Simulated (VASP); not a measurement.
Runs of VASP 6.6.1 on As. The structure is that of space group P-3m1 (No. 164), or close to it. The cells are those of the table. 

```tsv
task	potentials or basis	cell	k mesh	smearing	second run	k mesh for the DOS	occupations for the DOS	gap on the mesh (eV)	largest force (eV/Å)
single point	VASP PAW PBE potentials, release 64 (As)	a = 3.580, b = 3.580, c = 35.373 Å, angles 90.0, 90.0, 120.0°, 4 atoms	12 × 12 × 1	gaussian 0.02 eV	-	-	-	0.70	(a)
single point	VASP PAW PBE potentials, release 64 (As_d)	a = 3.594, b = 3.594, c = 35.373 Å, angles 90.0, 90.0, 120.0°, 4 atoms	6 × 6 × 1	gaussian 0.1 eV	valence_matched	-	-	0.75	0.02
single point	VASP PAW PBE potentials, release 64 (As)	a = 3.594, b = 3.594, c = 35.373 Å, angles 90.0, 90.0, 120.0°, 4 atoms	6 × 6 × 1	gaussian 0.1 eV	-	-	-	0.73	0.08
single point	VASP PAW PBE potentials, release 64 (As)	a = 3.759, b = 3.759, c = 20.000 Å, angles 90.0, 90.0, 120.0°, 4 atoms	6 × 6 × 1	gaussian 0.1 eV	-	-	-	0.23	0.93
single point	VASP PAW PBE potentials, release 64 (As)	a = 3.594, b = 3.594, c = 35.373 Å, angles 90.0, 90.0, 120.0°, 4 atoms	12 × 12 × 1	gaussian 0.02 eV	-	-	-	(b)	0.11
```

Alike in all rows: level PBE+D3(BJ); no spin polarisation; cutoff (eV) 520.

Fill in the values left out.

(a) 0.09; (b) 0.62.

A k mesh can miss the band edges, and the runs leave out spin-orbit coupling on As.

The runs don't all hold the same shells in valence.
